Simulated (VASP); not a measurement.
# Os (Cmcm) in VASP: a series of runs, part 2 of 2

VASP 6.6.1. Earlier steps stand in the parts before.

### Step 3. Single point, PBEsol (strain +0.0050 x Voigt [0, 1, 0, 0, 0, 0])

File INCAR:

```
  PREC = Accurate
  ENCUT = 520
  EDIFF = 1E-6
  ISMEAR = 0
  SIGMA = 0.15
  LREAL = F
  LASPH = T
  NELM = 60
  ALGO = Fast
  ISIF = 2
  LWAVE = F
  LCHARG = F
  GGA = PS
  NBANDS = 15
```

File KPOINTS:

```
regular mesh
0
Gamma
  21 21 12
```

File POSCAR:

```
Os
1.0
    2.7340999755      0.0000000000      0.0000000000
   -1.3670499878      2.3796390354      0.0000000000
    0.0000000000      0.0000000000      4.3197000000
Os
2
Direct
    0.3333333333      0.6666666667      0.2500000000
    0.6666666667      0.3333333333      0.7500000000
```

Potentials or basis: VASP PAW PBE potentials, release 64 (Os).

Started as:

```
$ cat potpaw_PBE.64/Os/POTCAR > POTCAR
$ mpirun -np 1 vasp_std > vasp.out
```

OUTCAR:

```text
PREC = Accurate
   ENCUT = 520
   EDIFF = 1E-6
   ISMEAR = 0
   LREAL = F
   LASPH = T
   NELM = 60
   ISIF = 2
   GGA = PS

 ion  position               nearest neighbor table
   1  0.333  0.667  0.250-   2 2.68   2 2.68   2 2.68   2 2.68   2 2.68   2 2.68
   2  0.667  0.333  0.750-   1 2.68   1 2.68   1 2.68   1 2.68   1 2.68   1 2.68

  LATTYP: Found a base centered orthorhombic cell.
 ALAT       =     2.7340999755
 B/A-ratio  =     1.7407110616
 C/A-ratio  =     1.5799349105

  Lattice vectors:

 A1 = (   1.3670499878,  -2.3796390354,   0.0000000000)
 A2 = (   1.3670499877,   2.3796390354,   0.0000000000)
 A3 = (   0.0000000000,   0.0000000000,   4.3197000000)

Analysis of symmetry for initial positions (statically):
=====================================================================
 Subroutine PRICEL returns:
 Original cell was already a primitive cell.

 Routine SETGRP: Setting up the symmetry group for a
 base centered orthorhombic supercell.

 Subroutine GETGRP returns: Found  8 space group operations
 (whereof  4 operations were pure point group operations)
[... 180 lines left out ...]
      5       6.4698      2.00000
      6       6.9818      2.00000
      7       7.0800      2.00000
      8       7.6445      2.00000
      9       7.6727      2.00000
     10       9.2619      0.94769
     11      10.9009      0.00000
     12      10.9323      0.00000
     13      18.2549      0.00000
     14      23.2624      0.00000
[... 401 lines left out ...]
      2       2.3466      2.00000
      3       3.0784      2.00000
      4       5.7284      2.00000
      5       5.7485      2.00000
      6       6.7842      2.00000
      7       7.1166      2.00000
      8      10.6928      0.00000
      9      10.7943      0.00000
     10      11.8394      0.00000
     11      11.8697      0.00000
     12      17.5259      0.00000
     13      17.9226      0.00000
     14      20.3973      0.00000
     15      21.5107      0.00000

 [... further k-points ...]

------------------------ aborting loop because EDIFF is reached ----------------------------------------

  FORCE on cell =-STRESS in cart. coord.  units (eV):
  Direction    XX          YY          ZZ          XY          YZ          ZX
  --------------------------------------------------------------------------------------
  -------------------------------------------------------------------------------------
  Total       -0.5917078     -1.0595121     -0.7011320      0.0000000      0.0000000      0.0000000
  in kB      -33.7317454    -60.4000726    -39.9697389      0.0000000      0.0000000      0.0000000
  external PRESSURE =     -44.7005190 kB  Pullay stress =       0.0000000 kB

 VOLUME and BASIS-vectors are now :
 -----------------------------------------------------------------------------
  energy-cutoff  :      520.00
  volume of cell :       28.10
      direct lattice vectors                 reciprocal lattice vectors
     2.734099975  0.000000000  0.000000000     0.365751073  0.210115901  0.000000000
    -1.367049988  2.379639035  0.000000000     0.000000000  0.420231802  0.000000000
     0.000000000  0.000000000  4.319700000     0.000000000  0.000000000  0.231497558

 POSITION                                       TOTAL-FORCE (eV/Angst)
 -----------------------------------------------------------------------------------
     -0.00000      1.58643      1.07993        -0.000000      0.011698     -0.000000
      1.36705      0.79321      3.23977         0.000000     -0.011698      0.000000
 -----------------------------------------------------------------------------------
    total drift:                               -0.000000      0.000000     -0.000000

  FREE ENERGIE OF THE ION-ELECTRON SYSTEM (eV)
  ---------------------------------------------------
  free  energy   TOTEN  =       -24.4870134270 eV

  energy  without entropy=      -24.4719016466  energy(sigma->0) =      -24.47945754
```

It took 5.3 min on 1 thread of Intel Xeon Platinum 8259CL at 2.50GHz (Skylake/Cascade Lake), shared host; peak memory 0.4 GiB.

Results:

```yaml
Free_energy: -24.4870 eV
Pressure: -4.5 GPa
Largest_force: 0.012 eV/Å
Band_gap_on_the_k_mesh: zero (bands 8 and 9 overlap by 3.88 eV)
```

Forces in eV/Å, atoms in the order of the input:
```
Os   0.000  0.012  0.000
Os   0.000 -0.012  0.000
```

Stress tensor (GPa, compression positive):
```
-3.37  0.00  0.00
 0.00 -6.04  0.00
 0.00  0.00 -4.00
```

Levels at points of the mesh, in eV from the Fermi level:
```
           k point  band 4  band 5  band 6  band 7  band 8  band 9  band 10  band 11  band 12  band 13
(0.00, 0.00, 0.00)   -3.02   -2.79   -2.27   -2.17   -1.61   -1.58     0.01     1.65     1.68     9.00
(0.00, 0.00, 0.50)   -3.58   -3.32   -3.32   -3.22   -3.22    0.86     0.86     0.89     0.89    13.72
```

Caveat: the cell differs from its parent crystal (strain +0.0050 x Voigt [0, 1, 0, 0, 0, 0]); the cell stands under tension; the PAW data sets were made with another functional, which shifts forces and pressure a little; spin-orbit coupling is left out, which moves the levels of the heavy elements.

### Step 4. Single point, PBEsol (strain +0.0150 x Voigt [0, 1, 0, 0, 0, 0])

File INCAR:

```
SYSTEM = Os
ALGO = Fast
EDIFF = 1E-6
ENCUT = 520
GGA = PS
ISIF = 2
ISMEAR = 0
LASPH = .True.
LCHARG = .False.
LREAL = .False.
LWAVE = .False.
NBANDS = 15
NELM = 80
PREC = Accurate
SIGMA = 0.15
```

File KPOINTS:

```
k-points
0
Gamma
  21 21 12
  0 0 0
```

File POSCAR:

```
Os
1.0
    2.7340999755      0.0000000000      0.0000000000
   -1.3670499878      2.4033170358      0.0000000000
    0.0000000000      0.0000000000      4.3197000000
Os
2
Direct
    0.3333333333      0.6666666667      0.2500000000
    0.6666666667      0.3333333333      0.7500000000
```

Started as:

```
$ cat potpaw_PBE.64/Os/POTCAR > POTCAR
$ mpirun -np 1 vasp_std > vasp.out
```

It took 6.8 min on 1 thread of Intel Xeon Platinum 8259CL at 2.50GHz (Skylake/Cascade Lake), shared host; peak memory 0.41 GiB.

The run converged. Its results:

| Property | Result |
| --- | --- |
| Free energy | -24.4704 eV |
| Pressure | -8.4 GPa |
| Largest force | 0.032 eV/Å |
| Band gap on the k mesh | zero (bands 8 and 9 overlap by 3.85 eV) |

Forces on the atoms (eV/Å):
```
Os   0.000  0.032  0.000
Os   0.000 -0.032  0.000
```

Stress tensor (GPa, compression positive):
```
 -5.55   0.00   0.00
  0.00 -13.23   0.00
  0.00   0.00  -6.32
```

Levels at points of the mesh, in eV from the Fermi level:
| k point | band 6 | band 7 | band 8 | band 9 | band 10 | band 11 |
| --- | --- | --- | --- | --- | --- | --- |
| (0.00, 0.00, 0.00) | -2.33 | -2.04 | -1.66 | -1.58 | 0.06 | 1.59 |
| (0.00, 0.00, 0.50) | -3.38 | -3.11 | -3.11 | 0.81 | 0.81 | 0.91 |

Caveat: the cell differs from its parent crystal (strain +0.0150 x Voigt [0, 1, 0, 0, 0, 0]); the cell stands under tension; the PAW data sets were made with another functional, which shifts forces and pressure a little; spin-orbit coupling is left out, which moves the levels of the heavy elements.

### Step 5. Overview

```tsv
cell	gap on the mesh (eV)	pressure (GPa)	largest force (eV/Å)
a = 2.734, b = 2.714, c = 4.320 Å, angles 90.0, 90.0, 120.2°, 2 atoms	none	2.0	0.03
a = 2.734, b = 2.744, c = 4.320 Å, angles 90.0, 90.0, 119.9°, 2 atoms	none	-4.5	0.01
a = 2.734, b = 2.765, c = 4.320 Å, angles 90.0, 90.0, 119.6°, 2 atoms	none	-8.4	0.03
```

Alike in all rows: task single point; level PBEsol; potentials or basis VASP PAW PBE potentials, release 64 (Os); no spin polarisation; k mesh 21 × 21 × 12; cutoff (eV) 520; smearing gaussian 0.15 eV.

Caveats: the PAW data sets were made with another functional, which shifts forces and pressure a little; spin-orbit coupling is left out, which moves the levels of the heavy elements; the cell stands under tension (at least some runs).

Total energies depend on the potentials used, so only differences within one code and one set of settings carry meaning.
